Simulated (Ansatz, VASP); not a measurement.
Two plane-wave programs on ZnAuC6N6

```
Zn C Au N
1.0
     0.00000    5.42576    5.42576
     5.42576    0.00000    5.42576
     5.42576    5.42576    0.00000
Zn C Au N
1 6 1 6
Cartesian
  5.4258 5.4258 5.4258
  2.1236 5.4258 5.4258
  5.4258 2.1236 5.4258
  5.4258 5.4258 2.1236
  8.7279 5.4258 5.4258
  5.4258 8.7279 5.4258
  5.4258 5.4258 8.7279
  0.0000 0.0000 0.0000
  3.2842 5.4258 5.4258
  5.4258 3.2842 5.4258
  5.4258 5.4258 3.2842
  7.5673 5.4258 5.4258
  5.4258 7.5673 5.4258
  5.4258 5.4258 7.5673
```

Alike in both runs: functional PBE; k mesh 4 × 4 × 4; occupations gaussian, width 0.1 eV; collinear spin.

Ansatz relaxed the structure, and its values are those at the end. VASP's run is a single point on that final structure, the one shown.

|  | VASP | Ansatz |
| --- | --- | --- |
| version | VASP 6.6.1 | Ansatz 0.2.0 |
| potentials or method | VASP PAW PBE potentials, release 64 (Zn, C, Au, N), cutoff 520 eV | scalar-relativistic, plane waves, PAW |
| valence electrons in the cell | 77 | 85 |

|  | VASP | Ansatz | Ansatz less VASP |
| --- | --- | --- | --- |
| gap on the k mesh at the Fermi level (eV) | none | none | - |
| pressure (GPa) | 0.5 | 0.1 | -0.39 |
| rms of the force components (eV/Å) | 0.220 | 0.020 | -0.2000 |
| net moment per atom (μB) | 0.07 | 0.07 | 0.000 |
| size of the moment on the site where the two differ most (μB) | 0.08 | 0.04 | -0.043 |

Site moments also hang on the region over which each program counts them. A gap of «none» marks a metal or a gap that the smearing closes. One of these differences is far larger than is usual between the two programs; its cause wasn't traced. The functional is the same, so the differences come from potentials, cutoffs and numerics. VASP's potentials hold 77 valence electrons a cell and Ansatz's 85, so a difference there can come from the potentials and not from the codes.

Spin-orbit coupling is off throughout. Noted on VASP's run: the standard files for N, O and F lose accuracy on very short bonds.
